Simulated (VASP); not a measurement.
# F: single point with PBE

The system is F.

```
CELL_PARAMETERS angstrom
-1.02948 1.02948 1.02948
1.02948 -1.02948 1.02948
1.02948 1.02948 -1.02948
ATOMIC_POSITIONS crystal
F 0.00000 0.00000 0.00000
```

```json
{"Program": "VASP 6.6.1", "Task": "single point", "Functional": "PBE", "Potentials or basis": "VASP PAW PBE potentials, release 64 (F)", "Cutoff": "520 eV", "k mesh": "18 × 18 × 18", "Occupations": "fermi-dirac, width 0.08 eV", "Spin": "collinear spin", "Starting moments": "[0.2] μB"}
```

```json
{
  "Pressure": "384.0 GPa",
  "Net moment": "0.45 μB per cell",
  "Site moments": "F +0.43 μB",
  "Valence electrons inside the program's atomic spheres": "F 6.03"
}
```

Levels at points of the mesh, in eV from the Fermi level:
Spin up:
```tsv
k point	band 1	band 2	band 3	band 4	band 5	band 6	band 7
(0.00, 0.00, 0.00)	-32.41	1.12	1.12	1.12	27.55	48.69	48.69
(0.50, 0.00, 0.00)	-23.92	-13.22	-2.27	0.45	25.90	35.02	36.46
(0.50, 0.50, 0.50)	-18.87	-6.95	-6.95	-6.95	20.57	20.57	50.60
```
Spin down:
| k point | band 1 | band 2 | band 3 | band 4 | band 5 | band 6 | band 7 |
| --- | --- | --- | --- | --- | --- | --- | --- |
| (0.00, 0.00, 0.00) | -31.75 | 2.18 | 2.18 | 2.18 | 28.08 | 48.96 | 48.96 |
| (0.50, 0.00, 0.00) | -23.07 | -12.58 | -1.31 | 1.48 | 26.18 | 35.20 | 37.08 |
| (0.50, 0.50, 0.50) | -17.88 | -6.13 | -6.13 | -6.13 | 20.74 | 20.74 | 51.03 |

Wall time 21 s on 1 thread of Intel(R) Xeon(R) Platinum 8175M CPU @ 2.50GHz (Skylake/Cascade Lake), on a shared host, peak memory 0.12 GiB.

Caveat: the cell stands under pressure.
